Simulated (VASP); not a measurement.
VN2: single point with PBE+D3(BJ)

VN2:

```
CELL_PARAMETERS angstrom
-2.13757 2.13757 2.45944
2.13757 -2.13757 2.45944
2.13757 2.13757 -2.45944
ATOMIC_POSITIONS crystal
V 0.25000 0.25000 0.00000
V 0.75000 0.75000 0.00000
N 0.11420 0.61420 0.72841
N 0.61420 0.88580 0.50000
N 0.88580 0.38580 0.27159
N 0.38580 0.11420 0.50000
```

```yaml
Program: VASP 6.6.1
Task: single point
Functional: PBE
Dispersion: D3(BJ)
Potentials_or_basis: VASP PAW PBE potentials, release 64 (V_sv, N)
Cutoff: 520 eV
k_mesh: 12 × 12 × 12
Occupations: gaussian, width 0.1 eV
Spin: no spin polarisation
```

* Pressure: 0.8 GPa
* Largest force: 0.044 eV/Å
* Band gap on the k mesh: zero (bands 23 and 24 overlap by 0.41 eV)
* Dispersion energy per atom: -0.372 eV

Forces in eV/Å, atoms in the order of the input:
```
V    0.000  0.000  0.000
V    0.000  0.000  0.000
N    0.031  0.031  0.000
N   -0.031  0.031  0.000
N   -0.031 -0.031  0.000
N    0.031 -0.031  0.000
```

Stress tensor (GPa, compression positive):
```
0.83 0.00 0.00
0.00 0.83 0.00
0.00 0.00 0.61
```

Levels at points of the mesh, in eV from the Fermi level:
```csv
k point,band 19,band 20,band 21,band 22,band 23,band 24,band 25,band 26,band 27,band 28
"(0.00, 0.00, 0.00)",-3.30,-3.04,-2.77,-2.65,-2.65,0.77,0.98,0.98,1.38,2.01
"(0.50, 0.00, 0.00)",-3.47,-3.47,-3.24,-3.24,0.15,0.15,0.76,0.76,1.09,1.09
"(0.50, 0.50, 0.00)",-5.05,-4.69,-2.87,-2.70,-1.39,0.00,0.86,1.13,1.92,2.24
"(0.50, 0.50, 0.50)",-4.80,-2.13,-2.13,-0.29,-0.23,-0.12,-0.04,0.01,1.95,1.95
```

Wall time 3 min on 1 thread of AMD EPYC 7R13 Processor (Zen 3) (shared host), peak memory 0.29 GiB.

Caveat: the run has no spin polarisation, though such a crystal can be magnetic. With open d or f shells a metallic result of PBE can be an artefact of self-interaction; +U or a hybrid may open a gap.
